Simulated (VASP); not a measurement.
# Al (Fm-3m) in VASP: further runs

Runs on Al. Level: LDA. Tasks: single point, relaxation of cell and atoms.

Program: VASP 6.6.1. These are calculated values, not measurements. Logs are shortened: lines on timing, memory, paths and dates and some standing lists are left out, and cuts for length are marked.

## (1) The cell of the first run

The structure is cubic, space group Fm-3m (No. 225). The conventional cell has a = 3.985 Å, b = 3.985 Å, c = 3.985 Å, α = 90.00°, β = 90.00°, γ = 90.00°. Al (site symmetry m-3m) has 12 Al at 2.82 Å within 3.7 Å.

## (2) Single point, LDA

INCAR

```
ALGO = Normal ; EDIFF = 1E-7
ENCUT = 520 ; ISIF = 2
ISMEAR = 0 ; LASPH = True
LCHARG = False ; LREAL = False
LWAVE = False ; NBANDS = 8
NELM = 60 ; PREC = Accurate
SIGMA = 0.05
```

KPOINTS

```
k-points
0
Gamma
  11 11 11
```

POSCAR

```
Al
1.0
    0.0000000000      1.9924793281      1.9924793281
    1.9924793281      0.0000000000      1.9924793281
    1.9924793281      1.9924793281      0.0000000000
Al
1
Direct
    0.0000000000      0.0000000000      0.0000000000
```

Potentials or basis: VASP PAW LDA potentials, release 64 (Al).

Launch:

```console
> cat potpaw_LDA.64/Al/POTCAR > POTCAR
> mpirun -np 1 vasp_std > vasp.out
```

OUTCAR:

```text
EDIFF = 1E-7
   ENCUT = 520
   ISIF = 2
   ISMEAR = 0
   LASPH = True
   LREAL = False
   NELM = 60
   PREC = Accurate

 ion  position               nearest neighbor table
   1  0.000  0.000  0.000-

  LATTYP: Found a face centered cubic cell.
 ALAT       =     3.9849586562

  Lattice vectors:

 A1 = (   0.0000000000,   1.9924793281,   1.9924793281)
 A2 = (   1.9924793281,   0.0000000000,   1.9924793281)
 A3 = (   1.9924793281,   1.9924793281,   0.0000000000)

Analysis of symmetry for initial positions (statically):
=====================================================================
 Subroutine PRICEL returns:
 Original cell was already a primitive cell.

 Routine SETGRP: Setting up the symmetry group for a
 face centered cubic supercell.

 Subroutine GETGRP returns: Found 48 space group operations
 (whereof 48 operations were pure point group operations)
 out of a pool of 48 trial point group operations.

The static configuration has the point symmetry O_h .

Analysis of symmetry for dynamics (positions and initial velocities):
=====================================================================
 Subroutine PRICEL returns:
 Original cell was already a primitive cell.

 Routine SETGRP: Setting up the symmetry group for a
 face centered cubic supercell.

 Subroutine GETGRP returns: Found 48 space group operations
 (whereof 48 operations were pure point group operations)
 out of a pool of 48 trial point group operations.

The dynamic configuration has the point symmetry O_h .

 Subroutine INISYM returns: Found 48 space group operations
 (whereof 48 operations are pure point group operations),
 and found     1 'primitive' translations

----------------------------------------------------------------------------------------

                                     Primitive cell

  volume of cell :      15.8202

  direct lattice vectors                    reciprocal lattice vectors
     0.000000000  1.992479328  1.992479328    -0.250943632  0.250943632  0.250943632
     1.992479328  0.000000000  1.992479328     0.250943632 -0.250943632  0.250943632
     1.992479328  1.992479328  0.000000000     0.250943632  0.250943632 -0.250943632

  length of vectors
     2.817791289  2.817791289  2.817791289     0.434647121  0.434647121  0.434647121

  position of ions in fractional coordinates (direct lattice)
     0.000000000  0.000000000  0.000000000

  ion indices of the primitive-cell ions
   primitive index   ion index
                 1           1
[... 75 lines left out ...]
   NSW    =      0    number of steps for IOM
   IBRION =     -1    ionic relax: 0-MD 1-quasi-New 2-CG
   NFREE  =      0    steps in history (QN), initial steepest desc. (CG)
   ISIF   =      2    stress and relaxation
   ISYM   =      2    0-nonsym 1-usesym 2-fastsym
   POTIM  = 0.5000    time-step for ionic-motion
   TEBEG  =    0.0;   TEEND  =   0.0 temperature during run
   PSTRESS=    0.0 pullay stress
   NELECT =       3.0000    total number of electrons
   NUPDOWN=      -1.0000    fix difference up-down
   EMIN   =  10.00;   EMAX   =-10.00  energy-range for DOS
   EFERMI =   0.00;   METHOD = LEGACY
   ISMEAR =     0;   SIGMA  =   0.05  broadening in eV -4-tet -1-fermi 0-gaus
   EFERMI_NEDOS =   21; number of points for ismear=-14 and -15
   IALGO  =     38    algorithm
   IMIX   =      4    mixing-type and parameters
     AMIX     =   0.40;   BMIX     =  1.00
     AMIX_MAG =   1.60;   BMIX_MAG =  1.00
  volume/ion in A,a.u.               =      15.82       106.76
  Fermi-wavevector in a.u.,A,eV,Ry     =   0.940542  1.777366 12.035970  0.884619
  Thomas-Fermi vector in A             =   2.067964
   LORBIT       =      0    0 simple, 1 ext, 2 COOP (PROOUT), +10 PAW based schemes
   GGA     = CA    functional components
   LHFCALC =     F    Hartree Fock is set to
   AEXX    =    0.0000 exact exchange contribution
   IVDW    =     0    specifies the selected vdW correction
   LEPSILON=     F    determine dielectric tensor
   LRPA    =     F    only Hartree local field effects (RPA)
 non-spin polarized calculation
 Gauss-broadening in eV      SIGMA  =   0.05
  energy-cutoff  :      520.00
  volume of cell :       15.82
 maximum number of plane-waves:       440
 NGX is ok and might be reduce to    24
   NGX = 11   NGY = 11   NGZ = 11

 number of electron       3.0000000 magnetization

 Free energy of the ion-electron system (eV)
  ---------------------------------------------------
  ext. energy  EPLUGINS =         0.00000000
  ---------------------------------------------------
  free energy    TOTEN  =        -4.19919508 eV

  energy without entropy =       -4.19793104  energy(sigma->0) =       -4.19856306

 E-fermi :   8.2452     XC(G=0): -10.5004

 val. band max:        8.2212849069   @ k =  -0.4545   0.3636   0.0000
 cond. band min:       8.2657502625   @ k =   0.4545   0.1818   0.0909
 fundamental gap:      0.0444653555
 Fermi energy:         8.2452290383

 k-point     1 :       0.0000    0.0000    0.0000
  band No.  band energies     occupation
      1      -3.1585      2.00000
      2      21.0350      0.00000
      3      21.0350      0.00000
      4      21.0350      0.00000
      5      22.6826      0.00000
      6      22.6826      0.00000
      7      22.6826      0.00000
      8      25.1547      0.00000
[... 243 lines left out ...]
 k-point    24 :      -0.1818    0.1818    0.0000
  band No.  band energies     occupation
      1      -0.7216      2.00000
      2      12.1169      0.00000
      3      13.6534      0.00000
      4      20.3371      0.00000
      5      22.4328      0.00000
      6      23.4106      0.00000
      7      24.6332      0.00000
      8      25.6321      0.00000

 [... further k-points ...]

------------------------ aborting loop because EDIFF is reached ----------------------------------------

  FORCE on cell =-STRESS in cart. coord.  units (eV):
  Direction    XX          YY          ZZ          XY          YZ          ZX
  --------------------------------------------------------------------------------------
  -------------------------------------------------------------------------------------
  Total        0.0079396      0.0079396      0.0079396      0.0000000     -0.0000000      0.0000000
  in kB        0.8040814      0.8040814      0.8040814      0.0000000     -0.0000000      0.0000000
  external PRESSURE =       0.8040814 kB  Pullay stress =       0.0000000 kB

 VOLUME and BASIS-vectors are now :
 -----------------------------------------------------------------------------
  energy-cutoff  :      520.00
  volume of cell :       15.82
      direct lattice vectors                 reciprocal lattice vectors
     0.000000000  1.992479328  1.992479328    -0.250943632  0.250943632  0.250943632
     1.992479328  0.000000000  1.992479328     0.250943632 -0.250943632  0.250943632
     1.992479328  1.992479328  0.000000000     0.250943632  0.250943632 -0.250943632

 POSITION                                       TOTAL-FORCE (eV/Angst)
 -----------------------------------------------------------------------------------
      0.00000      0.00000      0.00000         0.000000     -0.000000      0.000000
 -----------------------------------------------------------------------------------
    total drift:                                0.000000     -0.000000     -0.000000

  FREE ENERGIE OF THE ION-ELECTRON SYSTEM (eV)
  ---------------------------------------------------
  free  energy   TOTEN  =        -4.1991950752 eV

  energy  without entropy=       -4.1979310443  energy(sigma->0) =       -4.19856306
```

OSZICAR:

```text
N       E                     dE             d eps       ncg     rms          rms(c)
DAV:   1    -0.285145889383E+01   -0.28515E+01   -0.93760E+02   904   0.211E+02
DAV:   2    -0.422303255778E+01   -0.13716E+01   -0.13434E+01  1248   0.187E+01
DAV:   3    -0.422892045994E+01   -0.58879E-02   -0.58857E-02  1104   0.136E+00
DAV:   4    -0.422893096641E+01   -0.10506E-04   -0.10507E-04  1416   0.526E-02
DAV:   5    -0.422893100339E+01   -0.36975E-07   -0.36249E-07  1144   0.179E-03    0.144E+00
DAV:   6    -0.421088840282E+01    0.18043E-01   -0.23952E-03  1208   0.194E-01    0.804E-01
DAV:   7    -0.419922062446E+01    0.11668E-01   -0.59924E-03  1176   0.302E-01    0.167E-01
DAV:   8    -0.419919527254E+01    0.25352E-04   -0.18764E-05  1296   0.277E-02    0.152E-02
DAV:   9    -0.419919508375E+01    0.18879E-06   -0.12190E-07  1264   0.175E-03    0.730E-04
DAV:  10    -0.419919507516E+01    0.85954E-08   -0.25938E-09  1104   0.300E-04
   1 F= -.41991951E+01 E0= -.41985631E+01  d E =-.126403E-02
```

stdout:

```text
POSCAR found type information on POSCAR Al
 POSCAR found :  1 types and       1 ions
 scaLAPACK will be used
 LDA part: xc-table for (Slater(with rela. corr.)+CA(PZ))
 , standard interpolation
 POSCAR, INCAR and KPOINTS ok, starting setup
 FFT: planning ... GRIDC
 FFT: planning ... GRID_SOFT
 FFT: planning ... GRID
 WAVECAR not read
 entering main loop
```

Wall time 3.6 s (1 thread of Intel Xeon Platinum 8259CL at 2.50GHz (Skylake/Cascade Lake), shared host); peak memory 0.12 GiB.

Results:

```
Free energy            : -4.1992 eV
Pressure               : 0.1 GPa
Band gap on the k mesh : zero (an odd number of electrons rules out a gap without spin polarisation)
```

## (3) Relaxation of cell and atoms, LDA

This run uses another cell than the first one, of 15.71 Å³/atom.

INCAR

```
SYSTEM = Al
PREC = Accurate ; ENCUT = 600
EDIFF = 1E-6 ; ISMEAR = 0
SIGMA = 0.05 ; LREAL = .False.
LASPH = .True. ; NELM = 60
ALGO = Normal ; ISIF = 3
LWAVE = .False. ; LCHARG = .False.
IBRION = 2 ; NSW = 80
EDIFFG = -0.01
```

KPOINTS

```
Automatic mesh
0
Gamma
  11 11 11
  0 0 0
```

POSCAR

```
Al
1.0
    0.0000000000      1.9880412156      1.9880412156
    1.9880412156      0.0000000000      1.9880412156
    1.9880412156      1.9880412156      0.0000000000
Al
1
Direct
    0.0000000000      0.0000000000      0.0000000000
```

Potentials or basis: VASP PAW LDA potentials, release 64 (Al).

Launch:

```console
> cat potpaw_LDA.64/Al/POTCAR > POTCAR
> mpirun -np 1 vasp_std > vasp.out
```

Wall time 3.9 s (1 thread of Intel Xeon Platinum 8259CL at 2.50GHz (Skylake/Cascade Lake), shared host); peak memory 0.12 GiB.

It converged, with:

- Free energy: -4.1992 eV
- Relaxed volume: 15.84 Å³/atom
- Relaxed cell: a = 2.819 Å, b = 2.819 Å, c = 2.819 Å, α = 60.00°, β = 60.00°, γ = 60.00°
- Space group after relaxing (to 0.1 Å): Fm-3m (No. 225)
- Energy gained by relaxing: 0.2 meV/atom
- Ionic steps: 3
- Pressure after relaxing: 0.0 GPa
- Band gap on the k mesh: zero (an odd number of electrons rules out a gap without spin polarisation)

The path:
```
step  energy change (eV)  largest force (eV/Å)  pressure (GPa)  volume (Å³)
   1              0.0000                0.0000            0.66        15.71
   2             -0.0002                0.0000           -0.15        15.86
   3             -0.0002                0.0000           -0.02        15.84
```

Final structure:
```
Al
1.0
     0.00000    1.99314    1.99314
     1.99314    0.00000    1.99314
     1.99314    1.99314    0.00000
Al
1
Direct
  0.00000 0.00000 0.00000
```

Levels at points of the mesh, in eV from the Fermi level:
| k point | band 1 | band 2 | band 3 | band 4 | band 5 |
| --- | --- | --- | --- | --- | --- |
| (0.00, 0.00, 0.00) | -11.40 | 12.78 | 12.78 | 12.78 | 14.42 |

The gap in the log of VASP goes by the Fermi energy; the results here count the filled bands.